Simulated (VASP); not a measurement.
A run of VASP 6.6.1 is set up as follows.

The input INCAR:

```
  PREC = Accurate
  ENCUT = 520
  EDIFF = 1E-7
  ISMEAR = 0
  SIGMA = 0.05
  LREAL = False
  LASPH = True
  NELM = 100
  ALGO = Normal
  ISIF = 2
  LWAVE = False
  LCHARG = False
  GGA = PE
  NBANDS = 16
  ISYM = 0
```

The input KPOINTS:

```
Automatic mesh
0
Gamma
  9 9 8
```

File POSCAR:

```
MgS
1.0
    0.0000000000     -2.9198052839     -2.9198052839
   -2.9198052839      0.0000000000     -2.9198052839
    2.9198052839      2.9198052839     -5.8396105679
Mg S
2 2
Direct
    0.0035466883      0.0035466883     -0.0106406621
    0.4964533117      0.4964533117      0.5106406621
    0.3765398852      0.3765398852      0.8703808379
    0.8734601148      0.8734601148      0.3796191621
```

Potentials or basis: VASP PAW PBE potentials, release 64 (Mg, S).

Run with:

```console
$ cat potpaw_PBE.64/Mg/POTCAR potpaw_PBE.64/S/POTCAR > POTCAR
$ mpirun -np 1 vasp_std > vasp.out
```

Estimate the pressure.

-3.5 GPa.

Predict the largest force.

0.670 eV/Å.

Stress tensor (GPa, compression positive):
```
-3.46  0.17 -0.17
 0.17 -3.46 -0.17
-0.17 -0.17 -3.46
```

Caveat: the cell differs from its parent crystal (atoms displaced along a vibrational mode, the cell strained); the cell stands under tension.
